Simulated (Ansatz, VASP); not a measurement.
**Two plane-wave programs on Rh**

```xyz
1
Lattice="-1.3955 1.3955 1.3955 1.3955 -1.3955 1.3955 1.3955 1.3955 -1.3955" Properties=species:S:1:pos:R:3 pbc="T T T"
Rh    0.0000    0.0000    0.0000
```

Change from the starting cell: volume scaled by 0.75, PAW files.

Alike in both runs: task single point; functional PBE; k mesh 17 × 17 × 17; occupations fermi-dirac, width 0.1 eV; no spin polarisation.

```csv
,VASP,Ansatz
version,VASP 6.6.1,Ansatz 0.2.0
potentials or method,"VASP PAW PBE potentials, release 64 (Rh_pv)","PAW with Ansatz's default frozen-core files, scalar-relativistic"
plane-wave cutoff (eV),520,420
valence electrons in the cell,15,17
```

Ansatz gave:

```
pressure (GPa) : 136.9
```

Task: Which values does VASP return?

Result: Pressure (GPa): 137.7.

Both programs put the cell under a high pressure, so it lies far from rest at this level. VASP's potentials hold 15 valence electrons a cell and Ansatz's 17, so a difference there can come from the potentials and not from the codes.

Noted on VASP's run: the cell as given lies far from equilibrium.
